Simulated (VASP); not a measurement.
A run of VASP 6.6.1 is set up as follows.

Contents of INCAR:

```
SYSTEM = W
ALGO = Normal
EDIFF = 1E-6
ENCUT = 520
GGA = PE
ISIF = 2
ISMEAR = 0
LASPH = .True.
LCHARG = .False.
LREAL = Auto
LWAVE = .False.
NBANDS = 118
NELM = 80
PREC = Accurate
SIGMA = 0.15
```

KPOINTS

```
k-points
0
Gamma
  3 3 3
  0 0 0
```

POSCAR

```
W
1.0
    6.3200000000      0.0000000000      0.0000000000
    0.0000000000      6.3200000000      0.0000000000
    0.0000000000      0.0000000000      6.3200000000
W
15
Direct
   -0.2475762186      0.2475762186     -0.2475762186
    0.5000000000      0.0000000000      0.0000000000
    0.0000000000      0.5000000000      0.0000000000
    0.0000000000      0.0000000000      0.5000000000
    0.2475762186      0.2475762186      0.2475762186
    0.5000000000      0.5000000000      0.0000000000
    0.5000000000      0.0000000000      0.5000000000
    0.7524237814      0.2475762186      0.2475762186
    0.0000000000      0.5000000000      0.5000000000
    0.2475762186      0.7524237814      0.2475762186
    0.2475762186      0.2475762186      0.7524237814
    0.5000000000      0.5000000000      0.5000000000
    0.7524237814      0.7524237814      0.2475762186
    0.2475762186      0.7524237814      0.7524237814
    0.7524237814      0.7524237814      0.7524237814
```

Potentials or basis: VASP PAW PBE potentials, release 64 (W_sv).

Command:

```console
$ cat potpaw_PBE.64/W_sv/POTCAR > POTCAR
$ mpirun -np 1 vasp_std > vasp.out
```

**Question.** Predict the largest force.

**Answer.** 0.021 eV/Å.

**Question.** Predict the pressure.

**Answer.** 0.0 GPa.

Forces in eV/Å, atoms in the order of the input:
```
W    0.012 -0.012  0.012
W    0.000  0.000  0.000
W    0.000  0.000  0.000
W    0.000  0.000  0.000
W   -0.012 -0.012 -0.012
W    0.000  0.000  0.000
W    0.000  0.000  0.000
W    0.012 -0.012 -0.012
W    0.000  0.000  0.000
W   -0.012  0.012 -0.012
W   -0.012 -0.012  0.012
W    0.000  0.000  0.000
W    0.012  0.012 -0.012
W   -0.012  0.012  0.012
W    0.012  0.012  0.012
```
